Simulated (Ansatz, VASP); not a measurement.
Two plane-wave programs on KF

```
CELL_PARAMETERS angstrom
0.07192 2.67770 2.67770
2.67770 0.07192 2.67770
2.67770 2.67770 0.07192
ATOMIC_POSITIONS crystal
K 0.00000 0.00000 0.00000
F 0.50000 0.50000 0.50000
```

Change from the starting cell: epitaxial_111 strain -2.0%.

Alike in both runs: task single point; functional PBE; k mesh 8 × 8 × 8; occupations fermi-dirac, width 0.02 eV; no spin polarisation.

```csv
,VASP,Ansatz
version,VASP 6.6.1,Ansatz 0.2.0
potentials or method,"VASP PAW PBE potentials, release 64 (K_sv, F)","plane waves, PAW"
plane-wave cutoff (eV),520,420
valence electrons in the cell,16,16
```

|  | VASP | Ansatz | Ansatz less VASP |
| --- | --- | --- | --- |
| gap on the k mesh at the Fermi level (eV) | 6.33 | 6.35 | +0.017 |
| pressure (GPa) | 2.7 | 2.7 | -0.07 |
| traceless stress, the component that is largest in VASP (GPa) | -0.37 | -0.38 | -0.005 |

With one functional, cell and mesh, what is left measures potentials, basis and numerics.
